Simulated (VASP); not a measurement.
TaN: relaxation of cell and atoms with LDA

Crystal: TaN.

```xyz
2
Lattice="0.0000 2.1747 2.1747 2.1747 0.0000 2.1747 2.1747 2.1747 0.0000" Properties=species:S:1:pos:R:3 pbc="T T T"
Ta    2.1747    2.1747    2.1747
N     0.0000    0.0000    0.0000
```

```json
{
 "Program": "VASP 6.6.1",
 "Task": "relaxation of cell and atoms",
 "Functional": "LDA",
 "Potentials or basis": "VASP PAW LDA potentials, release 64 (Ta_pv, N)",
 "Cutoff": "600 eV",
 "k mesh": "16 × 16 × 16",
 "Occupations": "fermi-dirac, width 0.15 eV",
 "Spin": "no spin polarisation",
 "Target pressure": "12 GPa",
 "Dipole correction": "no",
 "Further INCAR settings": "ALGO = Normal; EDIFF = 1e-06; IBRION = 2; EDIFFG = -0.001; NSW = 80; ISIF = 3"
}
```

```
Relaxed volume                                         : 10.03 Å³/atom
Relaxed cell                                           : a = 3.050 Å, b = 3.050 Å, c = 3.050 Å, α = 60.00°, β = 60.00°, γ = 60.00°
Space group after relaxing (to 0.05 Å)                 : Fm-3m (No. 225)
Energy change on relaxing (the enthalpy is what falls) : +10.9 meV/atom
Ionic steps                                            : 8
Pressure after relaxing                                : 12.0 GPa
Band gap on the k mesh                                 : zero (band 8 reaches 12.15 eV, above the bottom of band 9 at 7.78 eV)
```

The path:
```
step  energy change (eV)  largest force (eV/Å)  pressure (GPa)  volume (Å³)
   1              0.0000                0.0000            2.02        20.57
   2              0.2582                0.0000           46.37        18.72
   3              0.0207                0.0000           11.72        20.08
   4              0.0216                0.0000           11.97        20.07
   5              0.0223                0.0000           12.18        20.06
   6              0.0202                0.0000           11.63        20.09
   7              0.0216                0.0000           11.98        20.07
   8              0.0217                0.0000           11.99        20.07
```

Final structure:
```yaml
crystal:
  lattice:
    - [0.00000, 2.15682, 2.15682]
    - [2.15682, 0.00000, 2.15682]
    - [2.15682, 2.15682, 0.00000]
  atoms:
    - { symbol: Ta, position: [0.50000, 0.50000, 0.50000] }
    - { symbol: N, position: [0.00000, 0.00000, 0.00000] }
```

Levels at points of the mesh, in eV from the Fermi level:
| k point | band 6 | band 7 | band 8 | band 9 | band 10 | band 11 |
| --- | --- | --- | --- | --- | --- | --- |
| (0.00, 0.00, 0.00) | -3.93 | -3.93 | -2.29 | -2.29 | -2.29 | 0.02 |
| (0.50, 0.00, 0.00) | -7.99 | -7.99 | 2.07 | 2.07 | 2.19 | 4.15 |
| (0.50, 0.50, 0.00) | -5.87 | -4.69 | -4.69 | 2.25 | 3.88 | 3.88 |

It took 75 s on 1 thread of Intel(R) Xeon(R) 6975P-C (Granite Rapids) (shared host), peak memory 0.19 GiB.

Caveat: the cell is relaxed towards a set pressure, so the enthalpy falls and the energy may rise; spin-orbit coupling is left out, which moves the levels of the heavy elements. LDA usually gives volumes a few per cent too small.
